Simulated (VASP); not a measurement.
# Cd (P6/mmm) in VASP: further runs

Runs on Cd. Level: RPBE. Tasks: single point.

All numbers are computed with VASP 6.6.1; they aren't measurements. Logs are shortened: lines on timing, memory, paths and dates and some standing lists are left out, and cuts for length are marked.

## (1) The cell of the first run

The structure is hexagonal, space group P6/mmm (No. 191). The conventional cell has a = 5.259 Å, b = 5.259 Å, c = 3.174 Å, α = 90.00°, β = 90.00°, γ = 120.00°. Cd (site symmetry 6/mmm) has 14 Cd at 3.17 to 3.43 Å within 4.2 Å. Within 4.0 Å of Cd (site symmetry -6m2) lie 11 Cd at 3.04 to 3.43 Å.

This isn't the form of Cd at room conditions, which is hcp.

## (2) Single point, RPBE (25.34 Å³/atom)

Input file INCAR:

```
SYSTEM = Cd
PREC     = Accurate       ! precision mode
ENCUT    = 520            ! plane-wave cutoff, eV
EDIFF    = 1E-6           ! SCF threshold, eV
ISMEAR   = -1             ! smearing method
SIGMA    = 0.1            ! smearing width, eV
LREAL    = .FALSE.        ! projectors in reciprocal space
LASPH    = .TRUE.         ! aspherical terms in the spheres
NELM     = 80             ! most SCF steps
ALGO     = Normal         ! electronic algorithm
ISIF     = 2              ! what is computed and relaxed
LWAVE    = .FALSE.        ! write WAVECAR
LCHARG   = .FALSE.        ! write CHGCAR
GGA      = RP             ! functional
NBANDS   = 25             ! bands
```

Input file KPOINTS:

```
regular mesh
0
G
  8 8 11
  0 0 0
```

Input file POSCAR:

```
Cd
1.0
    5.2586488578      0.0000000000      0.0000000000
   -2.6293244289      4.5541235004      0.0000000000
    0.0000000000      0.0000000000      3.1742956463
Cd
3
Direct
    0.0000000000      1.0000000000      0.0000000000
    0.3333333333      0.6666666667      0.5000000000
    0.6666666667      0.3333333333      0.5000000000
```

Potentials or basis: VASP PAW PBE potentials, release 64 (Cd).

The run is started by

```bash
cat potpaw_PBE.64/Cd/POTCAR > POTCAR
mpirun -np 1 vasp_std > vasp.out
```

OUTCAR:

```text
SYSTEM = Cd
   PREC = Accurate
   ENCUT = 520
   EDIFF = 1E-6
   ISMEAR = -1
   LREAL = .FALSE.
   LASPH = .TRUE.
   NELM = 80
   ISIF = 2
   GGA = RP

 ion  position               nearest neighbor table
   1  0.000  0.000  0.000-   2 3.43   3 3.43   2 3.43   3 3.43   2 3.43   2 3.43   3 3.43   3 3.43
                             3 3.43   3 3.43   2 3.43   2 3.43
   2  0.333  0.667  0.500-   3 3.04   3 3.04   3 3.04   1 3.43   1 3.43   1 3.43   1 3.43   1 3.43
                             1 3.43
   3  0.667  0.333  0.500-   2 3.04   2 3.04   2 3.04   1 3.43   1 3.43   1 3.43   1 3.43   1 3.43
                             1 3.43

  LATTYP: Found a hexagonal cell.
 ALAT       =     5.2586488578
 C/A-ratio  =     0.6036333157

  Lattice vectors:

 A1 = (   5.2586488578,   0.0000000000,   0.0000000000)
 A2 = (  -2.6293244289,   4.5541235004,   0.0000000000)
 A3 = (   0.0000000000,   0.0000000000,   3.1742956463)

Analysis of symmetry for initial positions (statically):
=====================================================================
 Subroutine PRICEL returns:
 Original cell was already a primitive cell.

 Routine SETGRP: Setting up the symmetry group for a
 hexagonal supercell.

 Subroutine GETGRP returns: Found 24 space group operations
 (whereof 24 operations were pure point group operations)
 out of a pool of 24 trial point group operations.

The static configuration has the point symmetry D_6h.

Analysis of symmetry for dynamics (positions and initial velocities):
=====================================================================
 Subroutine PRICEL returns:
 Original cell was already a primitive cell.

 Routine SETGRP: Setting up the symmetry group for a
 hexagonal supercell.

 Subroutine GETGRP returns: Found 24 space group operations
 (whereof 24 operations were pure point group operations)
 out of a pool of 24 trial point group operations.

The dynamic configuration has the point symmetry D_6h.

 Subroutine INISYM returns: Found 24 space group operations
 (whereof 24 operations are pure point group operations),
 and found     1 'primitive' translations

----------------------------------------------------------------------------------------

                                     Primitive cell

  volume of cell :      76.0197

  direct lattice vectors                    reciprocal lattice vectors
[... 87 lines left out ...]
   ENCUT  =  520.0 eV  38.22 Ry    6.18 a.u.   9.78  9.78  5.90*2*pi/ulx,y,z
   NELM   =     80;   NELMIN=  2; NELMDL= -5     # of ELM steps
   EDIFF  = 0.1E-05   stopping-criterion for ELM
   LREAL  =      F    real-space projection
   EDIFFG = 0.1E-04   stopping-criterion for IOM
   NSW    =      0    number of steps for IOM
   IBRION =     -1    ionic relax: 0-MD 1-quasi-New 2-CG
   NFREE  =      0    steps in history (QN), initial steepest desc. (CG)
   ISIF   =      2    stress and relaxation
   ISYM   =      2    0-nonsym 1-usesym 2-fastsym
   POTIM  = 0.5000    time-step for ionic-motion
   TEBEG  =    0.0;   TEEND  =   0.0 temperature during run
   PSTRESS=    0.0 pullay stress
   NELECT =      36.0000    total number of electrons
   NUPDOWN=      -1.0000    fix difference up-down
   EMIN   =  10.00;   EMAX   =-10.00  energy-range for DOS
   EFERMI =   0.00;   METHOD = LEGACY
   ISMEAR =    -1;   SIGMA  =   0.10  broadening in eV -4-tet -1-fermi 0-gaus
   EFERMI_NEDOS =   21; number of points for ismear=-14 and -15
   IALGO  =     38    algorithm
   IMIX   =      4    mixing-type and parameters
     AMIX     =   0.40;   BMIX     =  1.00
     AMIX_MAG =   1.60;   BMIX_MAG =  1.00
  volume/ion in A,a.u.               =      25.34       171.00
  Fermi-wavevector in a.u.,A,eV,Ry     =   1.276048  2.411380 22.154333  1.628298
  Thomas-Fermi vector in A             =   2.408726
   LORBIT       =      0    0 simple, 1 ext, 2 COOP (PROOUT), +10 PAW based schemes
   GGA     = RP    functional components
   LHFCALC =     F    Hartree Fock is set to
   AEXX    =    0.0000 exact exchange contribution
   IVDW    =     0    specifies the selected vdW correction
   LEPSILON=     F    determine dielectric tensor
   LRPA    =     F    only Hartree local field effects (RPA)
 non-spin polarized calculation
  energy-cutoff  :      520.00
  volume of cell :       76.02
 maximum number of plane-waves:      2062
 NGX is ok and might be reduce to    40
   NGX = 19   NGY = 19   NGZ = 11

 number of electron      36.0000013 magnetization

 Free energy of the ion-electron system (eV)
  ---------------------------------------------------
  ext. energy  EPLUGINS =         0.00000000
  ---------------------------------------------------
  free energy    TOTEN  =        -0.95245769 eV

  energy without entropy =       -0.91387152  energy(sigma->0) =       -0.93316460

 E-fermi :   2.0227     XC(G=0): -10.0774

 val. band max:        2.0087569706   @ k =   0.3750   0.2500   0.4545
 cond. band min:       2.0601071505   @ k =   0.1250  -0.0000   0.1818
 fundamental gap:      0.0513501799
 Fermi energy:         2.0226863447

 k-point     1 :       0.0000    0.0000    0.0000
  band No.  band energies     occupation
      1      -7.3397      2.00000
      2      -6.9379      2.00000
      3      -6.9170      2.00000
      4      -6.8355      2.00000
      5      -6.8355      2.00000
      6      -6.6814      2.00000
[... 661 lines left out ...]
     24      10.2390      0.00000
     25      10.9021      0.00000

 [... further k-points ...]

------------------------ aborting loop because EDIFF is reached ----------------------------------------

  FORCE on cell =-STRESS in cart. coord.  units (eV):
  Direction    XX          YY          ZZ          XY          YZ          ZX
  --------------------------------------------------------------------------------------
  -------------------------------------------------------------------------------------
  Total        0.1073234      0.1073234      0.1035841      0.0000000      0.0000000      0.0000000
  in kB        2.2619284      2.2619284      2.1831178      0.0000000      0.0000000      0.0000000
  external PRESSURE =       2.2356582 kB  Pullay stress =       0.0000000 kB

 VOLUME and BASIS-vectors are now :
 -----------------------------------------------------------------------------
  energy-cutoff  :      520.00
  volume of cell :       76.02
      direct lattice vectors                 reciprocal lattice vectors
     5.258648858  0.000000000  0.000000000     0.190162916  0.109790611  0.000000000
    -2.629324429  4.554123500  0.000000000     0.000000000  0.219581221  0.000000000
     0.000000000  0.000000000  3.174295646     0.000000000  0.000000000  0.315030517

 POSITION                                       TOTAL-FORCE (eV/Angst)
 -----------------------------------------------------------------------------------
      0.00000      0.00000      0.00000         0.000000     -0.000000      0.000000
     -0.00000      3.03608      1.58715        -0.000000     -0.000000     -0.000000
      2.62932      1.51804      1.58715        -0.000000      0.000000      0.000000
 -----------------------------------------------------------------------------------
    total drift:                                0.000000     -0.000000      0.000000

  FREE ENERGIE OF THE ION-ELECTRON SYSTEM (eV)
  ---------------------------------------------------
  free  energy   TOTEN  =        -0.9524576880 eV

  energy  without entropy=       -0.9138715182  energy(sigma->0) =       -0.93316460
```

OSZICAR:

```text
N       E                     dE             d eps       ncg     rms          rms(c)
DAV:   1     0.278269422742E+03    0.27827E+03   -0.19229E+04  3024   0.141E+03
DAV:   2     0.637670295691E+01   -0.27189E+03   -0.26192E+03  3090   0.375E+02
DAV:   3    -0.965208727174E+00   -0.73419E+01   -0.73238E+01  3532   0.708E+01
DAV:   4    -0.980621621662E+00   -0.15413E-01   -0.15406E-01  3305   0.302E+00
DAV:   5    -0.980669636364E+00   -0.48015E-04   -0.48014E-04  3606   0.155E-01    0.397E+00
DAV:   6    -0.940254163058E+00    0.40415E-01   -0.17554E-01  3376   0.398E+00    0.322E+00
DAV:   7    -0.949029515069E+00   -0.87754E-02   -0.32549E-02  3270   0.141E+00    0.135E+00
DAV:   8    -0.952183095510E+00   -0.31536E-02   -0.55360E-03  3229   0.750E-01    0.113E-01
DAV:   9    -0.952423553456E+00   -0.24046E-03   -0.18615E-04  3573   0.100E-01    0.579E-02
DAV:  10    -0.952457858571E+00   -0.34305E-04   -0.47348E-05  3216   0.641E-02    0.408E-03
DAV:  11    -0.952457688042E+00    0.17053E-06   -0.23034E-07  2342   0.462E-03
   1 F= -.95245769E+00 E0= -.93316460E+00  d E =-.385862E-01
```

stdout:

```text
POSCAR found type information on POSCAR Cd
 POSCAR found :  1 types and       3 ions
 scaLAPACK will be used
 -----------------------------------------------------------------------------
|                                                                             |
|                                                                             |
|     You enforced a specific xc type in the INCAR file but a different       |
|     I HOPE YOU KNOW WHAT YOU ARE DOING!                                     |
|                                                                             |
 -----------------------------------------------------------------------------

 LDA part: xc-table for (Slater+PW92), standard interpolation
 POSCAR, INCAR and KPOINTS ok, starting setup
 FFT: planning ... GRIDC
 FFT: planning ... GRID_SOFT
 FFT: planning ... GRID
 WAVECAR not read
 entering main loop
```

Wall time 58 s (1 thread of Intel Xeon Platinum 8375C at 2.90GHz (Ice Lake), shared host); peak memory 0.23 GiB.

Results:

```yaml
Free_energy: -0.9525 eV
Pressure: 0.2 GPa
Band_gap_on_the_k_mesh: zero (bands 18 and 19 overlap by 4.22 eV)
```

Levels at points of the mesh, in eV from the Fermi level:
| k point | band 14 | band 15 | band 16 | band 17 | band 18 | band 19 | band 20 | band 21 | band 22 | band 23 |
| --- | --- | --- | --- | --- | --- | --- | --- | --- | --- | --- |
| (0.00, 0.00, 0.00) | -8.25 | -8.25 | -7.75 | 0.06 | 0.26 | 0.93 | 0.93 | 0.99 | 0.99 | 7.44 |
| (0.50, 0.00, 0.00) | -8.34 | -8.21 | -5.62 | -5.60 | -1.61 | -1.16 | 6.19 | 6.23 | 7.04 | 7.06 |

Caveat: the PAW data sets were made with another functional, which shifts forces and pressure a little.

## (3) Single point, RPBE (26.35 Å³/atom)

This run uses another cell than the first one, of 26.35 Å³/atom.

Input file INCAR:

```
SYSTEM = Cd
PREC     = Accurate       ! precision mode
ENCUT    = 520            ! plane-wave cutoff, eV
EDIFF    = 1E-6           ! SCF threshold, eV
ISMEAR   = -1             ! smearing method
SIGMA    = 0.1            ! smearing width, eV
LREAL    = .False.        ! projectors in reciprocal space
LASPH    = .True.         ! aspherical terms in the spheres
NELM     = 60             ! most SCF steps
ALGO     = Normal         ! electronic algorithm
ISIF     = 2              ! what is computed and relaxed
LWAVE    = .False.        ! write WAVECAR
LCHARG   = .True.         ! write CHGCAR
GGA      = RP             ! functional
LELF     = .True.         ! ELF
LVHAR    = .True.       
NBANDS   = 25             ! bands
```

Input file KPOINTS:

```
regular mesh
0
Gamma
  8 8 11
  0 0 0
```

Input file POSCAR:

```
Cd
1.0
    5.3278495416      0.0000000000      0.0000000000
   -2.6639247708      4.6140530506      0.0000000000
    0.0000000000      0.0000000000      3.2160674846
Cd
3
Direct
    0.0000000000      1.0000000000      0.0000000000
    0.3333333333      0.6666666667      0.5000000000
    0.6666666667      0.3333333333      0.5000000000
```

Potentials or basis: VASP PAW PBE potentials, release 64 (Cd).

The run is started by

```bash
cat potpaw_PBE.64/Cd/POTCAR > POTCAR
mpirun -np 1 vasp_std > vasp.out
```

OUTCAR:

```text
SYSTEM = Cd
   PREC = Accurate
   ENCUT = 520
   EDIFF = 1E-6
   ISMEAR = -1
   LREAL = .False.
   LASPH = .True.
   NELM = 60
   ISIF = 2
   GGA = RP

 ion  position               nearest neighbor table
   1  0.000  0.000  0.000-   2 3.47   3 3.47   2 3.47   3 3.47   3 3.47   3 3.47   2 3.47   2 3.47
                             3 3.47   3 3.47   2 3.47   2 3.47
   2  0.333  0.667  0.500-   3 3.08   3 3.08   3 3.08   1 3.47   1 3.47   1 3.47   1 3.47   1 3.47
                             1 3.47
   3  0.667  0.333  0.500-   2 3.08   2 3.08   2 3.08   1 3.47   1 3.47   1 3.47   1 3.47   1 3.47
                             1 3.47

  LATTYP: Found a hexagonal cell.
[... 870 lines left out ...]
  --------------------------------------------------------------------------------------
  -------------------------------------------------------------------------------------
  Total       -0.3175872     -0.3175872     -0.3375131      0.0000000      0.0000000     -0.0000000
  in kB       -6.4359676     -6.4359677     -6.8397698      0.0000000      0.0000000     -0.0000000
  external PRESSURE =      -6.5705684 kB  Pullay stress =       0.0000000 kB

 VOLUME and BASIS-vectors are now :
 -----------------------------------------------------------------------------
  energy-cutoff  :      520.00
  volume of cell :       79.06
      direct lattice vectors                 reciprocal lattice vectors
     5.327849542  0.000000000  0.000000000     0.187692988  0.108364597  0.000000000
    -2.663924771  4.614053051  0.000000000     0.000000000  0.216729194  0.000000000
     0.000000000  0.000000000  3.216067485     0.000000000  0.000000000  0.310938749

 POSITION                                       TOTAL-FORCE (eV/Angst)
 -----------------------------------------------------------------------------------
      0.00000      0.00000      0.00000        -0.000000      0.000000     -0.000000
     -0.00000      3.07604      1.60803        -0.000000     -0.000000      0.000000
      2.66392      1.53802      1.60803         0.000000      0.000000     -0.000000
 -----------------------------------------------------------------------------------
    total drift:                                0.000000     -0.000000      0.000000

  FREE ENERGIE OF THE ION-ELECTRON SYSTEM (eV)
  ---------------------------------------------------
  free  energy   TOTEN  =        -0.9480362507 eV

  energy  without entropy=       -0.9095906624  energy(sigma->0) =       -0.92881346
```

It took 63 s on 1 thread of Intel Xeon Platinum 8375C at 2.90GHz (Ice Lake), shared host; peak memory 0.23 GiB.

What came out:

```yaml
Free_energy: -0.9480 eV
Pressure: -0.7 GPa
Band_gap_on_the_k_mesh: zero (bands 18 and 19 overlap by 4.15 eV)
```

Caveat: the PAW data sets were made with another functional, which shifts forces and pressure a little.

## (4) Single point, RPBE (27.37 Å³/atom)

This run uses another cell than the first one, of 27.37 Å³/atom.

Input file INCAR:

```
SYSTEM = Cd
PREC = Accurate
ENCUT = 520
EDIFF = 1E-7
ISMEAR = -1
SIGMA = 0.1
LREAL = .FALSE.
LASPH = .TRUE.
NELM = 100
ALGO = Normal
ISIF = 2
LWAVE = .FALSE.
LCHARG = .FALSE.
GGA = RP
NBANDS = 25
```

Input file KPOINTS:

```
Automatic mesh
0
G
  8 8 11
  0 0 0
```

Input file POSCAR:

```
Cd
1.0
    5.3952978353      0.0000000000      0.0000000000
   -2.6976489176      4.6724649863      0.0000000000
    0.0000000000      0.0000000000      3.2567815217
Cd
3
Direct
    0.0000000000      1.0000000000      0.0000000000
    0.3333333333      0.6666666667      0.5000000000
    0.6666666667      0.3333333333      0.5000000000
```

The run is started by

```bash
cat potpaw_PBE.64/Cd/POTCAR > POTCAR
mpirun -np 1 vasp_std > vasp.out
```

It took 61 s on 1 thread of Intel Xeon Platinum 8375C at 2.90GHz (Ice Lake), shared host; peak memory 0.23 GiB.

The run converged. Its results:

```yaml
Free_energy: -0.9294 eV
Pressure: -1.3 GPa
Band_gap_on_the_k_mesh: zero (bands 18 and 19 overlap by 4.09 eV)
```

Levels at points of the mesh, in eV from the Fermi level:
```tsv
k point	band 14	band 15	band 16	band 17	band 18	band 19	band 20	band 21	band 22	band 23
(0.00, 0.00, 0.00)	-8.19	-8.19	-7.26	-0.11	0.08	0.98	0.98	1.05	1.05	7.15
(0.50, 0.00, 0.00)	-8.26	-8.16	-5.27	-5.27	-1.34	-1.24	5.81	5.86	6.75	6.79
```

Caveat: the PAW data sets were made with another functional, which shifts forces and pressure a little.

[end of part 1 of 2]

The gap in the log of VASP goes by the Fermi energy; the results here count the filled bands.